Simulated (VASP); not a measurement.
Set up this calculation in VASP 6.6.1, as the native input.

| Property | Result |
| --- | --- |
| Task | single point |
| Functional | PBEsol |
| Potentials or basis | VASP PAW PBE potentials, release 64 (Co, O) |
| Cutoff | 520 eV |
| k mesh | 6 × 6 × 6 |
| Occupations | gaussian, width 0.1 eV |
| Spin | collinear spin, ferromagnetic start |
| Starting moments | [2.75, 0.38] μB |
| Dipole correction | no |
| Further INCAR settings | ALGO = Normal; EDIFF = 1e-06; NBANDS = 18 |

The structure of CoO lies in POSCAR:

```
CoO
1.0
    1.5054695445      0.8691832468      2.4399269062
   -1.5054695445      0.8691832468      2.4399269062
    0.0000000000     -1.7383664936      2.4399269062
Co O
1 1
Direct
    0.0000000000      0.0000000000      0.0000000000
    0.5000000000      0.5000000000      0.5000000000
```

The input as run:

INCAR

```
SYSTEM = CoO
  ALGO = Normal
  EDIFF = 1E-6
  ENCUT = 520
  GGA = PS
  ISIF = 2
  ISMEAR = 0
  ISPIN = 2
  LASPH = .True.
  LCHARG = .False.
  LMAXMIX = 4
  LORBIT = 11
  LREAL = .False.
  LWAVE = .False.
  MAGMOM = 2.75 0.38
  NBANDS = 18
  NELM = 150
  PREC = Accurate
  SIGMA = 0.1
```

KPOINTS

```
k-points
0
Gamma
  6 6 6
  0 0 0
```

Potentials or basis: VASP PAW PBE potentials, release 64 (Co, O).

The run is started by

```bash
$ cat potpaw_PBE.64/Co/POTCAR potpaw_PBE.64/O/POTCAR > POTCAR
$ mpirun -np 1 vasp_std > vasp.out
```

Results of the run:

```yaml
Pressure: -11.5 GPa
Net_moment: 2.77 μB per cell
Site_moments: Co +2.45; O +0.27 μB
Valence_electrons_inside_the_program's_atomic_spheres: Co 7.83; O 4.95
```

Caveat: the k points lie up to 0.43 Å⁻¹ apart; the PAW data sets were made with another functional, which shifts forces and pressure a little; a cell with one magnetic atom can't hold antiferromagnetic order, which such compounds often take.

Wall time 19 s on 1 thread of Intel(R) Xeon(R) Platinum 8488C (Sapphire Rapids) (shared host), peak memory 0.15 GiB.
